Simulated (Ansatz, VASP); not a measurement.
## AlN: VASP beside Ansatz

```xyz
4
Lattice="3.1136 0.0000 0.0000 -1.5568 2.6964 0.0000 0.0000 0.0000 4.9831" Properties=species:S:1:pos:R:3 pbc="T T T"
Al    0.0000    1.7976   -0.2646
Al    1.5568    0.8988    2.2270
N     0.0000    1.7976    2.1682
N     1.5568    0.8988    4.6597
```

Change from the starting cell: polar distortion scaled by 0.10.

Alike in both runs: task single point; functional PBEsol; k mesh 9 × 9 × 6; no spin polarisation.

```csv
,VASP,Ansatz
version,VASP 6.6.1,Ansatz 0.2.0
potentials or method,"VASP PAW PBE potentials, release 64 (Al, N), cutoff 520 eV","scalar-relativistic, plane waves, PAW"
occupations,"gaussian, width 0.01 eV",fixed
valence electrons in the cell,16,16
```

```csv
,VASP,Ansatz,Ansatz less VASP
gap on the k mesh at the Fermi level (eV),2.67,2.66,-0.014
least direct gap on the mesh (eV),2.67,2.66,-0.014
pressure (GPa),8.4,8.2,-0.12
"traceless stress, the component that is largest in VASP (GPa)",-20.64,-20.37,+0.272
rms of the force components (eV/Å),0.202,0.201,-0.0013
```

VASP's potentials were made for PBE, not for PBEsol, and Ansatz warns of the same on its side. Atom by atom the forces differ by 0.001 eV/Å (rms over components).
